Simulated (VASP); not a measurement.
Crystal: LiH.

```
Li H
1.0
     0.00000    2.14512    2.14512
     2.14512    0.00000    2.14512
     2.14512    2.14512    0.00000
Li H
1 1
Direct
  0.00000 0.00000 0.00000
  0.25000 0.25000 0.25000
```

Base run:

| Item | Value |
| --- | --- |
| Program | VASP 6.6.1 |
| Functional | PBE0 |
| Potentials or basis | VASP PAW PBE potentials, release 64 (Li_sv, H) |
| Cutoff | 520 eV |
| k mesh | 8 × 8 × 8 |
| Occupations | gaussian, width 0.01 eV |
| Spin | no spin polarisation |

Its results: band gap on the k mesh 5.97 eV (least direct gap 7.16 eV).

Q: The run is repeated on the same cell with these changes: functional from PBE0 to HSE06. What comes out?

A: Band gap on the k mesh 5.25 eV (least direct gap 6.42 eV).

A k mesh can miss the band edges.
